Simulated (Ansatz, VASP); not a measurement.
**Zr in VASP and in Ansatz**

```
Zr
1.0
    -1.76535    1.76535    1.76535
     1.76535   -1.76535    1.76535
     1.76535    1.76535   -1.76535
Zr
1
Cartesian
  0.0000 0.0000 0.0000
```

Alike in both runs: task relaxation of cell and atoms; functional PBEsol; k mesh 6 × 6 × 6; occupations gaussian, width 0.1 eV; no spin polarisation.

|  | VASP | Ansatz |
| --- | --- | --- |
| version | VASP 6.6.1 | Ansatz 0.2.0 |
| potentials or method | VASP PAW PBE potentials, release 64 (Zr_sv), cutoff 600 eV | scalar-relativistic, plane waves, PAW |
| valence electrons in the cell | 12 | 12 |

|  | VASP | Ansatz | Ansatz less VASP |
| --- | --- | --- | --- |
| gap on the k mesh at the Fermi level, each at its own relaxed structure (eV) | none | none | - |
| relaxed volume (Å³/atom) | 21.70 | 21.69 | -0.014 |
| relaxed cell length with the largest relative difference (Å) | 3.043 | 3.043 | -0.0007 |

VASP's potentials were made for PBE, not for PBEsol. A gap of «none» marks a metal or a gap that the smearing closes.

The k mesh is coarse, so the values compare programs but aren't converged.
